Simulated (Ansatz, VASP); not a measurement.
## Two plane-wave programs on SnO2

File POSCAR:

```
SnO2
1.0
    4.7380000000      0.0000000000      0.0000000000
    0.0000000000      4.7380000000      0.0000000000
    0.0000000000      0.0000000000      3.1865000000
Sn O
2 4
Direct
    0.0000000000      0.0000000000      0.0000000000
    0.5000000000      0.5000000000      0.5000000000
    0.3071000000      0.3071000000      0.0000000000
    0.1929000000      0.8071000000      0.5000000000
    0.6929000000      0.6929000000      0.0000000000
    0.8071000000      0.1929000000      0.5000000000
```

INCAR.step1

```
PREC = Accurate
ENCUT = 520
ISMEAR = 0
SIGMA = 0.01
LREAL = False
LASPH = True
NELM = 80
NBANDS = 35
GGA = PE
ALGO = Normal
EDIFF = 1E-4
LWAVE = True
LCHARG = False
```

Contents of INCAR.step2:

```
PREC = Accurate
ENCUT = 520
EDIFF = 1E-6
ISMEAR = 0
SIGMA = 0.01
LREAL = False
LASPH = True
NELM = 80
ALGO = Normal
ISIF = 2
LWAVE = False
LCHARG = False
METAGGA = R2SCAN
LMIXTAU = True
NBANDS = 35
ISTART = 1
```

Contents of KPOINTS:

```
Automatic mesh
0
Gamma
  4 4 6
```

Input for Ansatz:

```yaml
crystal:
  lattice:
    - [4.738, 0.0, 0.0]
    - [0.0, 4.738, 0.0]
    - [0.0, 0.0, 3.1865]
  atoms:
    - { symbol: Sn, position: [0.0, 0.0, 0.0] }
    - { symbol: Sn, position: [0.5, 0.5, 0.5] }
    - { symbol: O, position: [0.3071, 0.3071, 0.0] }
    - { symbol: O, position: [0.1929, 0.8071, 0.5] }
    - { symbol: O, position: [0.6929, 0.6929, 0.0] }
    - { symbol: O, position: [0.8071, 0.1929, 0.5] }
kpoints:
  mp_grid:
    grid: [4, 4, 6]
    shift: [0.0, 0.0, 0.0]
hamiltonian:
  xc: r2scan
scf:
  occupations:
    method: fixed
output:
  stress: true
  eigenvalues: true
```

Alike in both runs: task single point; functional r2SCAN; k mesh 4 × 4 × 6; no spin polarisation.

|  | VASP | Ansatz |
| --- | --- | --- |
| version | VASP 6.6.1 | Ansatz 0.2.0 |
| potentials or method | VASP PAW PBE potentials, release 64 (Sn_d, O) | plane waves, PAW |
| plane-wave cutoff (eV) | 520 | 500 |
| occupations | gaussian, width 0.01 eV | fixed |
| valence electrons in the cell | 52 | 52 |

|  | VASP | Ansatz | Ansatz less VASP |
| --- | --- | --- | --- |
| gap on the k mesh at the Fermi level (eV) | 1.99 | 1.96 | -0.028 |
| pressure (GPa) | 4.5 | 3.3 | -1.16 |
| traceless stress, the component that is largest in VASP (GPa) | 1.22 | 0.81 | -0.412 |

VASP's potentials were made for PBE, not for r2SCAN.
